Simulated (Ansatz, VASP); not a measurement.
# Two plane-wave programs on Ca

```
Ca
1.0
     0.00000    2.57066    3.01774
     2.57066    0.00000    3.01774
     2.57066    2.57066    0.00000
Ca
1
Direct
  0.00000 0.00000 0.00000
```

Change from the starting cell: strain -0.080 along x and y, +0.080 along z, atoms carried along.

Alike in both runs: task single point; functional LDA; k mesh 14 × 14 × 14; occupations gaussian, width 0.15 eV; no spin polarisation.

|  | VASP | Ansatz |
| --- | --- | --- |
| version | VASP 6.6.1 | Ansatz 0.2.0 |
| potentials or method | VASP PAW LDA potentials, release 64 (Ca_sv), cutoff 520 eV | scalar-relativistic, plane waves, PAW |
| valence electrons in the cell | 10 | 10 |

|  | VASP | Ansatz | Ansatz less VASP |
| --- | --- | --- | --- |
| gap on the k mesh at the Fermi level (eV) | none | none | - |
| pressure (GPa) | -0.9 | -0.9 | +0.01 |
| traceless stress, the component that is largest in VASP (GPa) | -1.52 | -1.53 | -0.006 |

LDA's correlation is that of Perdew and Zunger in VASP and of Perdew and Wang (1992) in Ansatz. A gap of «none» marks a metal or a gap that the smearing closes.
